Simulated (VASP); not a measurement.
A run of VASP 6.6.1 is set up as follows.

The input POSCAR:

```
PtS2
1.0
    3.5526415796      0.0000000000      0.0000000000
   -1.7763207898      3.0766778585      0.0000000000
    0.0000000000      0.0000000000      5.1227110578
Pt S
1 2
Direct
    0.0000000000      0.0000000000      0.0000000000
    0.3333333333      0.6666666667      0.2392599766
    0.6666666667      0.3333333333      0.7607400234
```

The input INCAR.step1:

```
ALGO     = Normal         # electronic algorithm
EDIFF    = 1E-5           # SCF threshold, eV
ENCUT    = 520            # plane-wave cutoff, eV
GGA      = PE             # functional
ISIF     = 2              # what is computed and relaxed
ISMEAR   = 0              # smearing method
LASPH    = True           # aspherical terms in the spheres
LREAL    = False          # projectors in reciprocal space
LWAVE    = True           # write WAVECAR
NBANDS   = 18             # bands
NELM     = 80             # most SCF steps
PREC     = Accurate       # precision mode
SIGMA    = 0.01           # smearing width, eV
```

Contents of INCAR.step2:

```
ALGO     = Normal         # electronic algorithm
EDIFF    = 1E-6           # SCF threshold, eV
ENCUT    = 520            # plane-wave cutoff, eV
GGA      = PE             # functional
HFSCREEN = 0.2079         # screening, 1/A
ISIF     = 2              # what is computed and relaxed
ISMEAR   = 0              # smearing method
ISTART   = 1            
LASPH    = True           # aspherical terms in the spheres
LCHARG   = True           # write CHGCAR
LELF     = True           # ELF
LHFCALC  = True           # exact exchange
LREAL    = False          # projectors in reciprocal space
LVHAR    = True         
LWAVE    = False          # write WAVECAR
NBANDS   = 18             # bands
NELM     = 80             # most SCF steps
PREC     = Accurate       # precision mode
PRECFOCK = Normal       
SIGMA    = 0.01           # smearing width, eV
```

KPOINTS

```
k-points
0
Gamma
  6 6 4
```

Potentials or basis: VASP PAW PBE potentials, release 64 (Pt, S).

Command:

```console
$ cat potpaw_PBE.64/Pt/POTCAR potpaw_PBE.64/S/POTCAR > POTCAR
$ cp INCAR.step1 INCAR
$ mpirun -np 1 vasp_std > vasp.out
$ cp INCAR.step2 INCAR
$ mpirun -np 1 vasp_std > vasp.out
```

**Question.** Predict the pressure.

**Answer.** -1.4 GPa.

**Question.** Predict the band gap on the k mesh.

**Answer.** 1.40 eV (least direct gap 2.14 eV).

**Question.** Predict the largest force.

**Answer.** 0.410 eV/Å.

Forces in eV/Å, atoms in the order of the input:
```
Pt   0.000  0.000  0.000
S    0.000  0.000 -0.410
S    0.000  0.000  0.410
```

Caveat: the PAW data sets were made with another functional, which shifts forces and pressure a little; spin-orbit coupling is left out, which moves the levels of the heavy elements. A k mesh can miss the band edges.
